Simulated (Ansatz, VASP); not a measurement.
Given: the input of a run of Ansatz 0.2.0 on AlN.

input.yaml

```yaml
crystal:
  lattice:
    - [0.0, 2.1544765148, 2.1544765148]
    - [2.1544765148, 0.0, 2.1544765148]
    - [2.1544765148, 2.1544765148, 0.0]
  atoms:
    - { symbol: Al, position: [0.0, 0.0, 0.0] }
    - { symbol: "N", position: [0.25, 0.25, 0.25] }
hamiltonian:
  xc: { name: BHLYP }
  pseudopotentials: { kind: paw }
kpoints:
  mp_grid: { grid: [5, 5, 5] }
scf:
  occupations: { method: fermi_dirac, width: 0.05 }
output:
  forces: true
  stress: true
  eigenvalues: true
```

Potentials or basis: Ansatz PAW.

Launch:

```bash
$ ansatz run input.yaml --threads 2 --pin off --max-ram 5632MiB --backend cpu --events-out ev --progress --plain --runs-dir out
```

**Question.** Set up the same calculation for VASP 6.6.1. Potentials there: VASP PAW PBE potentials, release 64 (Al, N).

**Answer.** As run (the cutoff follows the program's own potentials):

The input POSCAR:

```
AlN
1.0
    0.0000000000      2.1544765148      2.1544765148
    2.1544765148      0.0000000000      2.1544765148
    2.1544765148      2.1544765148      0.0000000000
Al N
1 1
Direct
    0.0000000000      0.0000000000      0.0000000000
    0.2500000000      0.2500000000      0.2500000000
```

Contents of INCAR.step1:

```
SYSTEM = AlN
ALGO = Normal
EDIFF = 1E-5
ENCUT = 520
GGA = PE
ISIF = 2
ISMEAR = -1
LASPH = .TRUE.
LREAL = .FALSE.
LWAVE = .TRUE.
NBANDS = 11
NELM = 80
PREC = Accurate
SIGMA = 0.05
```

INCAR.step2

```
SYSTEM = AlN
AEXX = 0.5
AGGAC = 1.0
AGGAX = 0.5
ALDAC = 0.0
ALDAX = 0.5
ALGO = Normal
EDIFF = 1E-7
ENCUT = 520
GGA = B5
ISIF = 2
ISMEAR = -1
ISTART = 1
LASPH = .TRUE.
LCHARG = .TRUE.
LELF = .TRUE.
LHFCALC = .TRUE.
LREAL = .FALSE.
LVHAR = .TRUE.
LWAVE = .FALSE.
NBANDS = 11
NELM = 80
PREC = Accurate
PRECFOCK = Normal
SIGMA = 0.05
```

Contents of KPOINTS:

```
k-points
0
G
  5 5 5
  0 0 0
```

Potentials or basis: VASP PAW PBE potentials, release 64 (Al, N).

Launch:

```console
$ cat potpaw_PBE.64/Al/POTCAR potpaw_PBE.64/N/POTCAR > POTCAR
$ cp INCAR.step1 INCAR
$ mpirun -np 1 vasp_std > vasp.out
$ cp INCAR.step2 INCAR
$ mpirun -np 1 vasp_std > vasp.out
```

Both were run:

|  | VASP | Ansatz | Ansatz less VASP |
| --- | --- | --- | --- |
| gap on the k mesh at the Fermi level (eV) | 8.52 | 8.48 | -0.039 |
| least direct gap on the mesh (eV) | 9.28 | 9.31 | +0.029 |
| pressure (GPa) | 7.1 | 6.4 | -0.66 |

VASP's potentials were made for PBE, not for BHLYP. With one functional, cell and mesh, what is left measures potentials, basis and numerics.

The k mesh is coarse, so the values compare programs but aren't converged. Noted on Ansatz's run: odd divisions of the mesh miss points on the zone boundary, where band edges often lie, so the gap on the mesh can be too wide.
